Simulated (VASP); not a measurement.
Crystal: BaH.

```
CELL_PARAMETERS angstrom
3.85109 0.00000 0.00000
-1.92555 3.33514 0.00000
0.00000 0.00000 12.97765
ATOMIC_POSITIONS crystal
Ba 0.00000 0.00000 0.00000
Ba 0.00000 0.00000 0.50000
Ba 0.33333 0.66667 0.75000
Ba 0.66667 0.33333 0.25000
H 0.33333 0.66667 0.12500
H 0.66667 0.33333 0.62500
H 0.33333 0.66667 0.37500
H 0.66667 0.33333 0.87500
```

The cell was generated, and may not be a known phase.

```yaml
Program: VASP 6.6.1
Task: relaxation of cell and atoms
Functional: PBE
Potentials_or_basis: VASP PAW PBE potentials, release 64 (Ba_sv, H)
Cutoff: 600 eV
k_mesh: 6 × 6 × 2
Occupations: gaussian, width 0.1 eV
Spin: no spin polarisation
```

At the start: pressure 6.1 GPa; volume 20.84 Å³/atom.

Where does the relaxation end?

Over 12 steps the energy falls by 85.1 meV/atom and the volume is 25.33 Å³/atom (+21.6 %); space group P6_3/mmc (No. 194, to 0.1 Å) before and after.

The path:
```tsv
step	energy change (eV)	largest force (eV/Å)	pressure (GPa)	volume (Å³)
1	0.0000	0.0090	6.08	166.68
2	-0.5112	0.0424	2.19	186.48
3	-0.6308	0.0682	0.20	201.61
4	-0.6337	0.0725	-0.09	204.35
5	-0.6335	0.0738	-0.18	205.15
6	-0.6502	0.0790	-0.16	205.09
7	-0.6675	0.0888	-0.13	204.86
8	-0.6677	0.0902	-0.12	204.82
9	-0.6709	0.0806	-0.01	203.81
10	-0.6743	0.0539	0.30	201.21
11	-0.6763	0.0469	0.27	201.57
12	-0.6809	0.0266	0.18	202.65
```

Final structure:
```
Ba H
1.0
     4.21071    0.00000    0.00000
    -2.10536    3.64658    0.00000
     0.00000    0.00000   13.19810
Ba H
4 4
Direct
  0.00000 0.00000 0.00000
  0.00000 0.00000 0.50000
  0.33333 0.66667 0.75000
  0.66667 0.33333 0.25000
  0.33333 0.66667 0.11951
  0.66667 0.33333 0.61951
  0.33333 0.66667 0.38049
  0.66667 0.33333 0.88049
```

Caveat: the volume moved by over 15 % at a fixed basis, so the end points are rough.
